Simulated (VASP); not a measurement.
# Ni: single point with PBE

Ni:

```xyz
1
Lattice="-1.3956 1.3956 1.3956 1.3956 -1.3956 1.3956 1.3956 1.3956 -1.3956" Properties=species:S:1:pos:R:3 pbc="T T T"
Ni    0.0000    0.0000    0.0000
```

```yaml
Program: VASP 6.6.1
Task: single point
Functional: PBE
Potentials_or_basis: VASP PAW PBE potentials, release 64 (Ni)
Cutoff: 520 eV
k_mesh: 17 × 17 × 17
Occupations: gaussian, width 0.1 eV
Spin: collinear spin, ferromagnetic start
Starting_moments: "[2.0] μB"
Dipole_correction: no
Further_INCAR_settings: ALGO = Normal; EDIFF = 1e-06; NBANDS = 15
```

```
Pressure                                              : 1.9 GPa
Net moment                                            : 0.53 μB per cell
Site moments                                          : Ni +0.54 μB
Valence electrons inside the program's atomic spheres : Ni 9.32
```

Levels at points of the mesh, in eV from the Fermi level:
Spin up:
```csv
k point,band 2,band 3,band 4,band 5,band 6,band 7,band 8,band 9
"(0.00, 0.00, 0.00)",-2.29,-2.29,-2.29,-0.85,-0.85,26.46,26.46,26.46
```
Spin down:
```tsv
k point	band 3	band 4	band 5	band 6	band 7	band 8
(0.00, 0.00, 0.00)	-1.62	-1.62	-0.41	-0.41	26.36	26.36
```

Run time: 21 s on 1 thread of Intel(R) Xeon(R) 6975P-C (Granite Rapids), with other jobs on the host, peak memory 0.15 GiB.
